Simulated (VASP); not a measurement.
Set up this calculation in VASP 6.6.1, as the native input.

```yaml
Task: single point
Functional: LDA
Potentials_or_basis: VASP PAW LDA potentials, release 64 (La, S)
Cutoff: 520 eV
k_mesh: 7 × 7 × 7
Occupations: methfessel-paxton, width 0.01 eV
Spin: no spin polarisation
Dipole_correction: no
Further_INCAR_settings: ALGO = Normal; EDIFF = 1e-07; NBANDS = 16
```

The structure of LaS lies in POSCAR:

```
LaS
1.0
    0.0000000000      2.9844067312      2.9844067312
    2.9844067312      0.0000000000      2.9844067312
    2.9844067312      2.9844067312      0.0000000000
La S
1 1
Direct
    0.0000000000      0.0000000000      0.0000000000
    0.5000000000      0.5000000000      0.5000000000
```

The input as run:

INCAR

```
PREC = Accurate
ENCUT = 520
EDIFF = 1E-7
ISMEAR = 1
SIGMA = 0.01
LREAL = F
LASPH = T
NELM = 60
ALGO = Normal
ISIF = 2
LWAVE = F
LCHARG = T
GGA = CA
LELF = T
LVHAR = T
NBANDS = 16
```

KPOINTS

```
regular mesh
0
Gamma
  7 7 7
```

Potentials or basis: VASP PAW LDA potentials, release 64 (La, S).

The run is started by

```console
$ cat potpaw_LDA.64/La/POTCAR potpaw_LDA.64/S/POTCAR > POTCAR
$ mpirun -np 1 vasp_std > vasp.out
```

Results of the run:

```json
{
  "Pressure": "-7.7 GPa"
}
```

Wall time 15 s on 1 thread of Intel(R) Xeon(R) 6975P-C (Granite Rapids), with other jobs on the host, peak memory 0.16 GiB.
